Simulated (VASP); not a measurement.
# SnSe (Fm-3m) in VASP: further runs

Runs on SnSe. Level: PBE. Tasks: single point.

Everything below comes from runs of VASP 6.6.1. Logs are shortened: lines on timing, memory, paths and dates and some standing lists are left out, and cuts for length are marked.

### 1 The cell of the first run

The structure is cubic, space group Fm-3m (No. 225). Conventional cell: a = 6.021 Å, b = 6.021 Å, c = 6.021 Å, α = 90.00°, β = 90.00°, γ = 90.00°. Within 4.0 Å of Sn (site symmetry m-3m) lie 6 Se at 3.01 Å. Within 4.0 Å of Se (site symmetry m-3m) lie 6 Sn at 3.01 Å.

### 2 Single point, PBE

INCAR

```
PREC = Accurate
ENCUT = 520
EDIFF = 1E-6
ISMEAR = -1
SIGMA = 0.05
LREAL = F
LASPH = T
NELM = 60
ALGO = Normal
ISIF = 2
LWAVE = F
LCHARG = T
GGA = PE
LELF = T
LVHAR = T
NBANDS = 17
```

KPOINTS

```
Automatic mesh
0
Gamma
  9 9 9
```

POSCAR

```
SnSe
1.0
    0.0000000000      3.0104337128      3.0104337128
    3.0104337128      0.0000000000      3.0104337128
    3.0104337128      3.0104337128      0.0000000000
Sn Se
1 1
Direct
    0.0000000000      0.0000000000      0.0000000000
    0.5000000000      0.5000000000      0.5000000000
```

Potentials or basis: VASP PAW PBE potentials, release 64 (Sn_d, Se).

Command:

```console
> cat potpaw_PBE.64/Sn_d/POTCAR potpaw_PBE.64/Se/POTCAR > POTCAR
> mpirun -np 1 vasp_std > vasp.out
```

OUTCAR:

```text
PREC = Accurate
   ENCUT = 520
   EDIFF = 1E-6
   ISMEAR = -1
   LREAL = F
   LASPH = T
   NELM = 60
   ISIF = 2
   GGA = PE

 ion  position               nearest neighbor table
   1  0.000  0.000  0.000-   2 3.01   2 3.01   2 3.01   2 3.01   2 3.01   2 3.01
   2  0.500  0.500  0.500-   1 3.01   1 3.01   1 3.01   1 3.01   1 3.01   1 3.01

  LATTYP: Found a face centered cubic cell.
 ALAT       =     6.0208674256

  Lattice vectors:

 A1 = (   0.0000000000,   3.0104337128,   3.0104337128)
 A2 = (   3.0104337128,   0.0000000000,   3.0104337128)
 A3 = (   3.0104337128,   3.0104337128,   0.0000000000)

Analysis of symmetry for initial positions (statically):
=====================================================================
 Subroutine PRICEL returns:
 Original cell was already a primitive cell.

 Routine SETGRP: Setting up the symmetry group for a
 face centered cubic supercell.

 Subroutine GETGRP returns: Found 48 space group operations
 (whereof 48 operations were pure point group operations)
 out of a pool of 48 trial point group operations.

The static configuration has the point symmetry O_h .

Analysis of symmetry for dynamics (positions and initial velocities):
=====================================================================
 Subroutine PRICEL returns:
 Original cell was already a primitive cell.

 Routine SETGRP: Setting up the symmetry group for a
 face centered cubic supercell.

 Subroutine GETGRP returns: Found 48 space group operations
 (whereof 48 operations were pure point group operations)
 out of a pool of 48 trial point group operations.

The dynamic configuration has the point symmetry O_h .

 Subroutine INISYM returns: Found 48 space group operations
 (whereof 48 operations are pure point group operations),
 and found     1 'primitive' translations

----------------------------------------------------------------------------------------

                                     Primitive cell

  volume of cell :      54.5654

  direct lattice vectors                    reciprocal lattice vectors
     0.000000000  3.010433713  3.010433713    -0.166089025  0.166089025  0.166089025
     3.010433713  0.000000000  3.010433713     0.166089025 -0.166089025  0.166089025
     3.010433713  3.010433713  0.000000000     0.166089025  0.166089025 -0.166089025

  length of vectors
     4.257396185  4.257396185  4.257396185     0.287674630  0.287674630  0.287674630

  position of ions in fractional coordinates (direct lattice)
     0.000000000  0.000000000  0.000000000
     0.500000000  0.500000000  0.500000000

  ion indices of the primitive-cell ions
   primitive index   ion index
                 1           1
                 2           2

----------------------------------------------------------------------------------------

 KPOINTS: Automatic mesh

Automatic generation of k-mesh.
 Grid dimensions read from file:
 generate k-points for:    9    9    9

 Generating k-lattice:

  Cartesian coordinates                     Fractional coordinates (reciprocal lattice)
    -0.018454336  0.018454336  0.018454336     0.111111111  0.000000000  0.000000000
     0.018454336 -0.018454336  0.018454336     0.000000000  0.111111111  0.000000000
     0.018454336  0.018454336 -0.018454336     0.000000000  0.000000000  0.111111111

  Length of vectors
     0.031963848  0.031963848  0.031963848

  Shift w.r.t. Gamma in fractional coordinates (k-lattice)
     0.000000000  0.000000000  0.000000000

 Subroutine IBZKPT returns following result:
 ===========================================

 Found     35 irreducible k-points:

 Following reciprocal coordinates:
            Coordinates               Weight
  0.000000  0.000000  0.000000      1.000000
  0.111111  0.000000  0.000000      8.000000
  0.222222  0.000000  0.000000      8.000000
  0.333333  0.000000  0.000000      8.000000
  0.444444  0.000000  0.000000      8.000000
  0.111111  0.111111  0.000000      6.000000
[... 16 lines left out ...]
 -0.333333  0.333333  0.000000     12.000000
  0.444444  0.444444  0.000000      6.000000
 [... further k-points ...]
   k-points           NKPTS =     35   k-points in BZ     NKDIM =     35   number of bands    NBANDS=     17
   number of dos      NEDOS =    301   number of ions     NIONS =      2
   total plane-waves  NPLWV =  32768
   dimension x,y,z NGX =    32 NGY =   32 NGZ =   32
   dimension x,y,z NGXF=    64 NGYF=   64 NGZF=   64
   ions per type =               1   1
   NGX,Y,Z   is equivalent  to a cutoff of  12.50, 12.50, 12.50 a.u.
   NGXF,Y,Z  is equivalent  to a cutoff of  24.99, 24.99, 24.99 a.u.
 SYSTEM =  unknown system
   PREC   = accura    normal or accurate (medium, high low for compatibility)
   ISTART =      0    job   : 0-new  1-cont  2-samecut
   ICHARG =      2    charge: 1-file 2-atom 10-const
   ISPIN  =      1    spin polarized calculation?
   LNONCOLLINEAR =      F non collinear calculations
   LSORBIT =      F    spin-orbit coupling
   LASPH  =      T    aspherical Exc in radial PAW
   ENCUT  =  520.0 eV  38.22 Ry    6.18 a.u.   7.92  7.92  7.92*2*pi/ulx,y,z
   NELM   =     60;   NELMIN=  2; NELMDL= -5     # of ELM steps
   EDIFF  = 0.1E-05   stopping-criterion for ELM
   LREAL  =      F    real-space projection
   EDIFFG = 0.1E-04   stopping-criterion for IOM
   NSW    =      0    number of steps for IOM
   IBRION =     -1    ionic relax: 0-MD 1-quasi-New 2-CG
   NFREE  =      0    steps in history (QN), initial steepest desc. (CG)
   ISIF   =      2    stress and relaxation
   ISYM   =      2    0-nonsym 1-usesym 2-fastsym
   POTIM  = 0.5000    time-step for ionic-motion
   TEBEG  =    0.0;   TEEND  =   0.0 temperature during run
   PSTRESS=    0.0 pullay stress
   NELECT =      20.0000    total number of electrons
   NUPDOWN=      -1.0000    fix difference up-down
   EMIN   =  10.00;   EMAX   =-10.00  energy-range for DOS
   EFERMI =   0.00;   METHOD = LEGACY
   ISMEAR =    -1;   SIGMA  =   0.05  broadening in eV -4-tet -1-fermi 0-gaus
   EFERMI_NEDOS =   21; number of points for ismear=-14 and -15
   IALGO  =     38    algorithm
   IMIX   =      4    mixing-type and parameters
     AMIX     =   0.40;   BMIX     =  1.00
     AMIX_MAG =   1.60;   BMIX_MAG =  1.00
  volume/ion in A,a.u.               =      27.28       184.11
  Fermi-wavevector in a.u.,A,eV,Ry     =   1.171599  2.214002 18.675967  1.372645
  Thomas-Fermi vector in A             =   2.308041
   LORBIT       =      0    0 simple, 1 ext, 2 COOP (PROOUT), +10 PAW based schemes
   GGA     = PE    functional components
   LHFCALC =     F    Hartree Fock is set to
   AEXX    =    0.0000 exact exchange contribution
   IVDW    =     0    specifies the selected vdW correction
   LEPSILON=     F    determine dielectric tensor
   LRPA    =     F    only Hartree local field effects (RPA)
 non-spin polarized calculation
  energy-cutoff  :      520.00
  volume of cell :       54.57
 maximum number of plane-waves:      1484
   NGX = 15   NGY = 15   NGZ = 15

 number of electron      20.0000005 magnetization

 Free energy of the ion-electron system (eV)
  ---------------------------------------------------
  ext. energy  EPLUGINS =         0.00000000
  ---------------------------------------------------
  free energy    TOTEN  =        -8.21435538 eV

  energy without entropy =       -8.21425349  energy(sigma->0) =       -8.21430443

 E-fermi :   5.8264     XC(G=0):  -9.5955

 val. band max:        5.5086135279   @ k =  -0.3333   0.1111   0.0000
 cond. band min:       6.1369699678   @ k =  -0.3333   0.1111   0.0000
 fundamental gap:      0.6283564399
 Fermi energy:         5.8263514867

 k-point     1 :       0.0000    0.0000    0.0000
  band No.  band energies     occupation
      1     -16.0208      2.00000
      2     -16.0208      2.00000
      3     -16.0208      2.00000
      4     -16.0185      2.00000
      5     -16.0185      2.00000
      6      -8.2764      2.00000
[... 9 lines left out ...]
     16      11.4511      0.00000
     17      13.7398      0.00000

 k-point     2 :       0.1111    0.0000    0.0000
  band No.  band energies     occupation
      1     -16.0205      2.00000
      2     -16.0204      2.00000
      3     -16.0204      2.00000
      4     -16.0183      2.00000
      5     -16.0183      2.00000
      6      -8.1898      2.00000
[... 9 lines left out ...]
     16      11.7480      0.00000
     17      14.5732      0.00000

 k-point     3 :       0.2222    0.0000    0.0000
  band No.  band energies     occupation
      1     -16.0223      2.00000
      2     -16.0223      2.00000
      3     -16.0197      2.00000
      4     -16.0149      2.00000
      5     -16.0149      2.00000
      6      -7.9504      2.00000
[... 9 lines left out ...]
     16      12.5184      0.00000
     17      16.3857      0.00000

 k-point     4 :       0.3333    0.0000    0.0000
  band No.  band energies     occupation
      1     -16.0249      2.00000
      2     -16.0249      2.00000
      3     -16.0189      2.00000
      4     -16.0106      2.00000
      5     -16.0106      2.00000
      6      -7.6311      2.00000
[... 9 lines left out ...]
     16      13.7096      0.00000
     17      17.4311      0.00000

 k-point     5 :       0.4444    0.0000    0.0000
  band No.  band energies     occupation
      1     -16.0266      2.00000
      2     -16.0266      2.00000
      3     -16.0184      2.00000
      4     -16.0078      2.00000
      5     -16.0078      2.00000
      6      -7.3827      2.00000
[... 9 lines left out ...]
     16      15.2310      0.00000
     17      16.0907      0.00000

 k-point     6 :       0.1111    0.1111    0.0000
  band No.  band energies     occupation
      1     -16.0215      2.00000
      2     -16.0207      2.00000
      3     -16.0188      2.00000
      4     -16.0188      2.00000
      5     -16.0176      2.00000
      6      -8.1609      2.00000
[... 9 lines left out ...]
     16      12.2927      0.00000
     17      13.8989      0.00000
[... 281 lines left out ...]
 k-point    21 :       0.4444    0.3333    0.0000
  band No.  band energies     occupation
      1     -16.0408      2.00000
      2     -16.0252      2.00000
      3     -16.0133      2.00000
      4     -16.0062      2.00000
      5     -16.0054      2.00000
      6      -7.2252      2.00000
[... 9 lines left out ...]
     16      16.7369      0.00000
     17      17.3876      0.00000

 k-point    22 :      -0.4444    0.3333    0.0000
  band No.  band energies     occupation
      1     -16.0397      2.00000
      2     -16.0218      2.00000
      3     -16.0155      2.00000
      4     -16.0073      2.00000
      5     -16.0053      2.00000
      6      -7.0990      2.00000
[... 9 lines left out ...]
     16      15.9854      0.00000
     17      17.8246      0.00000

 k-point    23 :      -0.3333    0.3333    0.0000
  band No.  band energies     occupation
      1     -16.0353      2.00000
      2     -16.0187      2.00000
      3     -16.0167      2.00000
      4     -16.0106      2.00000
      5     -16.0074      2.00000
      6      -7.1216      2.00000
[... 9 lines left out ...]
     16      14.6726      0.00000
     17      17.1226      0.00000

 k-point    24 :       0.4444    0.4444    0.0000
  band No.  band energies     occupation
      1     -16.0454      2.00000
      2     -16.0271      2.00000
      3     -16.0111      2.00000
      4     -16.0039      2.00000
      5     -16.0039      2.00000
      6      -7.1145      2.00000
[... 9 lines left out ...]
     16      17.2484      0.00000
     17      18.1920      0.00000

 [... further k-points ...]
[... 5 lines left out ...]
  --------------------------------------------------------------------------------------
  -------------------------------------------------------------------------------------
  Total        0.3368254      0.3368254      0.3368254      0.0000000      0.0000000     -0.0000000
  in kB        9.8900449      9.8900449      9.8900449      0.0000000      0.0000000     -0.0000000
  external PRESSURE =       9.8900449 kB  Pullay stress =       0.0000000 kB

 VOLUME and BASIS-vectors are now :
 -----------------------------------------------------------------------------
  energy-cutoff  :      520.00
  volume of cell :       54.57
      direct lattice vectors                 reciprocal lattice vectors
     0.000000000  3.010433713  3.010433713    -0.166089025  0.166089025  0.166089025
     3.010433713  0.000000000  3.010433713     0.166089025 -0.166089025  0.166089025
     3.010433713  3.010433713  0.000000000     0.166089025  0.166089025 -0.166089025

 POSITION                                       TOTAL-FORCE (eV/Angst)
 -----------------------------------------------------------------------------------
      0.00000      0.00000      0.00000         0.000000      0.000000      0.000000
      3.01043      3.01043      3.01043        -0.000000     -0.000000     -0.000000
 -----------------------------------------------------------------------------------
    total drift:                                0.000000     -0.000000     -0.000000

  FREE ENERGIE OF THE ION-ELECTRON SYSTEM (eV)
  ---------------------------------------------------
  free  energy   TOTEN  =        -8.2143553822 eV

  energy  without entropy=       -8.2142534867  energy(sigma->0) =       -8.21430443
```

Run time: 18 s. Hardware: 1 thread of Intel Xeon Platinum 8488C (Sapphire Rapids), shared host; peak memory 0.18 GiB.

What came out:

| Item | Value |
| --- | --- |
| Free energy | -8.2144 eV |
| Pressure | 1.0 GPa |

Caveat: this odd mesh misses L, where the gap lies, so gap, dielectric constants and Born charges aren't listed; spin-orbit coupling is left out, which moves the levels of the heavy elements.

[end of part 1 of 2]
